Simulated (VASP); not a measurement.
# CdS (Hawleyite) (F-43m) in VASP: further runs, part 2 of 2

VASP 6.6.1. Earlier steps stand in the parts before.

### 4 Single point, r2SCAN

File POSCAR:

```
CdS
1.0
    0.0000000000      2.9165000000      2.9165000000
    2.9165000000      0.0000000000      2.9165000000
    2.9165000000      2.9165000000      0.0000000000
Cd S
1 1
Direct
    0.0000000000      0.0000000000      0.0000000000
    0.7500000000      0.7500000000      0.7500000000
```

File INCAR.step1:

```
ALGO = Normal ; EDIFF = 1E-4
ENCUT = 520 ; GGA = PE
ISMEAR = -1 ; LASPH = T
LCHARG = F ; LREAL = F
LWAVE = T ; NBANDS = 16
NELM = 100 ; PREC = Accurate
SIGMA = 0.05
```

File INCAR.step2:

```
ALGO = Normal ; EDIFF = 1E-6
ENCUT = 520 ; ISIF = 2
ISMEAR = -1 ; ISTART = 1
LASPH = T ; LCHARG = F
LMIXTAU = T ; LREAL = F
LWAVE = F ; METAGGA = R2SCAN
NBANDS = 16 ; NELM = 100
PREC = Accurate ; SIGMA = 0.05
```

File KPOINTS:

```
k-points
0
Gamma
  5 5 5
```

Potentials or basis: VASP PAW PBE potentials, release 64 (Cd, S).

Started as:

```bash
$ cat potpaw_PBE.64/Cd/POTCAR potpaw_PBE.64/S/POTCAR > POTCAR
$ cp INCAR.step1 INCAR
$ mpirun -np 1 vasp_std > vasp.out
$ cp INCAR.step2 INCAR
$ mpirun -np 1 vasp_std > vasp.out
```

OUTCAR:

```text
EDIFF = 1E-6
   ENCUT = 520
   ISIF = 2
   ISMEAR = -1
   ISTART = 1
   LASPH = T
   LREAL = F
   METAGGA = R2SCAN
   NELM = 100
   PREC = Accurate

 ion  position               nearest neighbor table
   1  0.000  0.000  0.000-   2 2.53   2 2.53   2 2.53   2 2.53
   2  0.750  0.750  0.750-   1 2.53   1 2.53   1 2.53   1 2.53

  LATTYP: Found a face centered cubic cell.
 ALAT       =     5.8330000000

  Lattice vectors:

 A1 = (   0.0000000000,   2.9165000000,   2.9165000000)
 A2 = (   2.9165000000,   0.0000000000,   2.9165000000)
 A3 = (   2.9165000000,   2.9165000000,   0.0000000000)

Analysis of symmetry for initial positions (statically):
=====================================================================
 Subroutine PRICEL returns:
 Original cell was already a primitive cell.

 Routine SETGRP: Setting up the symmetry group for a
 face centered cubic supercell.

 Subroutine GETGRP returns: Found 24 space group operations
 (whereof 24 operations were pure point group operations)
 out of a pool of 48 trial point group operations.

The static configuration has the point symmetry T_d .

Analysis of symmetry for dynamics (positions and initial velocities):
=====================================================================
 Subroutine PRICEL returns:
 Original cell was already a primitive cell.

 Routine SETGRP: Setting up the symmetry group for a
 face centered cubic supercell.

 Subroutine GETGRP returns: Found 24 space group operations
 (whereof 24 operations were pure point group operations)
 out of a pool of 48 trial point group operations.

The dynamic configuration has the point symmetry T_d .

 Subroutine INISYM returns: Found 24 space group operations
 (whereof 24 operations are pure point group operations),
 and found     1 'primitive' translations

----------------------------------------------------------------------------------------

[... 94 lines left out ...]
   IALGO  =     38    algorithm
   IMIX   =      4    mixing-type and parameters
     AMIX     =   0.40;   BMIX     =  1.00
     AMIX_MAG =   1.60;   BMIX_MAG =  1.00
  volume/ion in A,a.u.               =      24.81       167.41
  Fermi-wavevector in a.u.,A,eV,Ry     =   1.167599  2.206442 18.548649  1.363287
  Thomas-Fermi vector in A             =   2.304097
   LORBIT       =      0    0 simple, 1 ext, 2 COOP (PROOUT), +10 PAW based schemes
   METAGGA = R2SCAN    functional components
   LHFCALC =     F    Hartree Fock is set to
   AEXX    =    0.0000 exact exchange contribution
   IVDW    =     0    specifies the selected vdW correction
   LEPSILON=     F    determine dielectric tensor
   LRPA    =     F    only Hartree local field effects (RPA)
 non-spin polarized calculation
  energy-cutoff  :      520.00
  volume of cell :       49.62
 maximum number of plane-waves:      1363
   NGX = 15   NGY = 15   NGZ = 15

 number of electron      18.0000004 magnetization

 Free energy of the ion-electron system (eV)
  ---------------------------------------------------
  ext. energy  EPLUGINS =         0.00000000
  ---------------------------------------------------
  free energy    TOTEN  =       -29.67164873 eV

  energy without entropy =      -29.67164872  energy(sigma->0) =      -29.67164872

 E-fermi :   1.8786     XC(G=0):  -9.7324

 val. band max:        1.0561955930   @ k =   0.0000   0.0000   0.0000
 cond. band min:       2.6459185873   @ k =   0.0000   0.0000   0.0000
 fundamental gap:      1.5897229943
 Fermi energy:         1.8785508107

 k-point     1 :       0.0000    0.0000    0.0000
  band No.  band energies     occupation
      1     -11.8197      2.00000
      2      -6.9169      2.00000
      3      -6.9169      2.00000
      4      -6.9169      2.00000
      5      -6.4031      2.00000
      6      -6.4031      2.00000
[... 167 lines left out ...]
      3      -6.6697      2.00000
      4      -6.4739      2.00000
      5      -6.3714      2.00000
      6      -5.8853      2.00000
[... 8 lines left out ...]
     15      14.0853      0.00000
     16      15.6716      0.00000

------------------------ aborting loop because EDIFF is reached ----------------------------------------

  FORCE on cell =-STRESS in cart. coord.  units (eV):
  Direction    XX          YY          ZZ          XY          YZ          ZX
  --------------------------------------------------------------------------------------
  -------------------------------------------------------------------------------------
  Total        0.5707643      0.5707643      0.5707643      0.0000000      0.0000000      0.0000000
  in kB       18.4311067     18.4311067     18.4311067      0.0000000      0.0000000      0.0000000
  external PRESSURE =      18.4311067 kB  Pullay stress =       0.0000000 kB

 VOLUME and BASIS-vectors are now :
 -----------------------------------------------------------------------------
  energy-cutoff  :      520.00
  volume of cell :       49.62
      direct lattice vectors                 reciprocal lattice vectors
     0.000000000  2.916500000  2.916500000    -0.171438368  0.171438368  0.171438368
     2.916500000  0.000000000  2.916500000     0.171438368 -0.171438368  0.171438368
     2.916500000  2.916500000  0.000000000     0.171438368  0.171438368 -0.171438368

 POSITION                                       TOTAL-FORCE (eV/Angst)
 -----------------------------------------------------------------------------------
      0.00000      0.00000      0.00000         0.000000      0.000000     -0.000000
      4.37475      4.37475      4.37475        -0.000000     -0.000000      0.000000
 -----------------------------------------------------------------------------------
    total drift:                                0.000005      0.000005      0.000005

  FREE ENERGIE OF THE ION-ELECTRON SYSTEM (eV)
  ---------------------------------------------------
  free  energy   TOTEN  =       -29.6716487256 eV

  energy  without entropy=      -29.6716487197  energy(sigma->0) =      -29.67164872
```

OUTCAR.step1:

```text
EDIFF = 1E-4
   ENCUT = 520
   GGA = PE
   ISMEAR = -1
   LASPH = T
   LREAL = F
[... 391 lines left out ...]
 -----------------------------------------------------------------------------------
      0.00000      0.00000      0.00000         0.000000      0.000000      0.000000
      4.37475      4.37475      4.37475        -0.000000     -0.000000     -0.000000
 -----------------------------------------------------------------------------------
    total drift:                                0.000000      0.000000      0.000000

  FREE ENERGIE OF THE ION-ELECTRON SYSTEM (eV)
  ---------------------------------------------------
  free  energy   TOTEN  =        -6.1130901448 eV

  energy  without entropy=       -6.1130897839  energy(sigma->0) =       -6.11308996
```

OSZICAR.step1:

```text
N       E                     dE             d eps       ncg     rms          rms(c)
DAV:   1     0.108618136518E+03    0.10862E+03   -0.91022E+03   336   0.103E+03
DAV:   2    -0.246414342382E+01   -0.11108E+03   -0.10501E+03   376   0.255E+02
DAV:   3    -0.663547260821E+01   -0.41713E+01   -0.41630E+01   392   0.506E+01
DAV:   4    -0.666122360024E+01   -0.25751E-01   -0.25749E-01   392   0.392E+00
DAV:   5    -0.666157963450E+01   -0.35603E-03   -0.35603E-03   408   0.436E-01    0.812E+00
DAV:   6    -0.613251316982E+01    0.52907E+00   -0.83972E-01   480   0.116E+01    0.651E+00
DAV:   7    -0.611255708356E+01    0.19956E-01   -0.20300E-01   392   0.308E+00    0.316E+00
DAV:   8    -0.611295472213E+01   -0.39764E-03   -0.18581E-02   376   0.173E+00    0.314E-01
DAV:   9    -0.611288110388E+01    0.73618E-04   -0.21684E-03   368   0.693E-01    0.590E-02
DAV:  10    -0.611300552226E+01   -0.12442E-03   -0.24946E-04   392   0.163E-01    0.673E-02
DAV:  11    -0.611309014478E+01   -0.84623E-04   -0.13305E-04   352   0.935E-02
   1 F= -.61130901E+01 E0= -.61130900E+01  d E =-.360914E-06
```

It took 28 s on 1 thread of Intel Xeon Platinum 8259CL at 2.50GHz (Skylake/Cascade Lake), shared host; peak memory 0.18 GiB.

Results:

- Free energy: -29.6716 eV
- Pressure: 1.8 GPa
- Band gap on the k mesh: 1.59 eV, direct

Levels at points of the mesh, in eV from the valence-band top:
```tsv
k point	band 6	band 7	band 8	band 9	band 10	band 11	band 12	band 13
(0.00, 0.00, 0.00)	-7.46	0.00	0.00	0.00	1.59	7.07	7.07	7.07
```

Caveat: the PAW data sets were made with another functional, which shifts forces and pressure a little. r2SCAN opens gaps a little over a GGA but as a rule still falls short of measured ones.

### 5 Single point, PBEsol+D3(BJ)

This run uses another cell than the first one, of 24.01 Å³/atom, 0.968 times its volume.

File INCAR:

```
SYSTEM = CdS
PREC = Accurate
ENCUT = 520
EDIFF = 1E-6
ISMEAR = -1
SIGMA = 0.05
LREAL = .FALSE.
LASPH = .TRUE.
NELM = 100
ALGO = Normal
ISIF = 2
LWAVE = .FALSE.
LCHARG = .FALSE.
GGA = PS
IVDW = 12
NBANDS = 16
```

File KPOINTS:

```
regular mesh
0
G
  8 8 8
  0 0 0
```

File POSCAR:

```
CdS
1.0
    0.0000000000      2.8848903384      2.8848903384
    2.8848903384      0.0000000000      2.8848903384
    2.8848903384      2.8848903384      0.0000000000
Cd S
1 1
Direct
    0.0000000000      0.0000000000      0.0000000000
    0.7500000000      0.7500000000      0.7500000000
```

Started as:

```bash
$ cat potpaw_PBE.64/Cd/POTCAR potpaw_PBE.64/S/POTCAR > POTCAR
$ mpirun -np 1 vasp_std > vasp.out
```

Run time: 20 s. Hardware: 1 thread of Intel Xeon Platinum 8259CL at 2.50GHz (Skylake/Cascade Lake), shared host; peak memory 0.18 GiB.

It converged, with:

```yaml
Free_energy: -7.3640 eV
Pressure: 0.4 GPa
Band_gap_on_the_k_mesh: 1.08 eV, direct
Dispersion_energy_per_atom: -0.281 eV
```

Levels at points of the mesh, in eV from the valence-band top:
```tsv
k point	band 6	band 7	band 8	band 9	band 10	band 11	band 12	band 13
(0.00, 0.00, 0.00)	-7.32	0.00	0.00	0.00	1.08	6.43	6.43	6.43
(0.50, 0.00, 0.00)	-6.91	-4.69	-0.81	-0.81	2.93	6.91	6.91	7.42
(0.50, 0.50, 0.00)	-6.85	-4.16	-2.03	-2.03	3.33	4.28	9.22	10.87
```

Caveat: the PAW data sets were made with another functional, which shifts forces and pressure a little. PBEsol gaps usually lie below the measured ones, often by a third to a half.

### 6 Summary

```tsv
level	cell	k mesh	gap on the mesh (eV)	pressure (GPa)
RPBE	a = 4.125 Å, angles 60.0°, 2 atoms	5 × 5 × 5	1.33	5.5
revPBE	a = 4.125 Å, angles 60.0°, 2 atoms	5 × 5 × 5	1.28	4.9
r2SCAN	a = 4.125 Å, angles 60.0°, 2 atoms	5 × 5 × 5	1.59	1.8
PBEsol+D3(BJ)	a = 4.080 Å, angles 60.0°, 2 atoms	8 × 8 × 8	1.08	0.4
```

Alike in all rows: task single point; potentials or basis VASP PAW PBE potentials, release 64 (Cd, S); no spin polarisation; cutoff (eV) 520; smearing fermi-dirac 0.05 eV.

On the cell as given the gap runs from 1.28 eV (revPBE) to 1.59 eV (r2SCAN). The pressure there spans 1.8 GPa (r2SCAN) to 5.5 GPa (RPBE); a positive pressure means that this level wants a larger cell, a negative one a smaller.

Caveats: the PAW data sets were made with another functional, which shifts forces and pressure a little.

Total energies depend on the potentials used, so only differences within one code and one set of settings carry meaning.
